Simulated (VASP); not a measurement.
Input of a VASP 6.6.1 run:

The input INCAR:

```
PREC = Accurate ; ENCUT = 520
EDIFF = 1E-6 ; ISMEAR = 1
SIGMA = 0.01 ; LREAL = False
LASPH = True ; NELM = 80
ALGO = Normal ; ISIF = 2
LWAVE = False ; LCHARG = False
NBANDS = 13
```

KPOINTS

```
Automatic mesh
0
Gamma
  11 11 11
```

POSCAR

```
Pb
1.0
    0.0000000000      2.4375492138      2.4375492138
    2.4375492138      0.0000000000      2.4375492138
    2.4375492138      2.4375492138      0.0000000000
Pb
1
Direct
    0.0000000000      0.0000000000      0.0000000000
```

Potentials or basis: VASP PAW LDA potentials, release 64 (Pb_d).

Launch:

```bash
$ cat potpaw_LDA.64/Pb_d/POTCAR > POTCAR
$ mpirun -np 1 vasp_std > vasp.out
```

Problem. Estimate the pressure.

Solution. 0.1 GPa.

Problem. Estimate the band gap on the k mesh.

Solution. Zero (band 7 reaches 15.25 eV, above the bottom of band 8 at 6.00 eV).

Caveat: spin-orbit coupling is left out, which moves the levels of the heavy elements.
